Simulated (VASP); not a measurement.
Here is a VASP 6.6.1 calculation.

File INCAR:

```
SYSTEM = RbCd
PREC = Accurate ; ENCUT = 500
EDIFF = 1E-6 ; ISMEAR = 0
SIGMA = 0.1 ; LREAL = .FALSE.
LASPH = .TRUE. ; NELM = 120
ALGO = Normal ; ISIF = 2
LWAVE = .FALSE. ; LCHARG = .FALSE.
GGA = PE ; NBANDS = 18
GGA_COMPAT = .FALSE.
```

KPOINTS

```
regular mesh
0
G
  12 12 12
  0 0 0
```

The input POSCAR:

```
RbCd
1.0
    4.3618751967      0.0000000000      0.0000000000
    0.0000000000      4.3618751967      0.0000000000
    0.0000000000      0.0000000000      4.3618751967
Rb Cd
1 1
Direct
    0.5000000000      0.5000000000      0.5000000000
    0.0000000000      0.0000000000      0.0000000000
```

Potentials or basis: VASP PAW PBE potentials, release 64 (Rb_sv, Cd).

Command:

```bash
$ cat potpaw_PBE.64/Rb_sv/POTCAR potpaw_PBE.64/Cd/POTCAR > POTCAR
$ mpirun -np 1 vasp_std > vasp.out
```

Question: What does it give for the pressure?

Answer: 1.2 GPa.
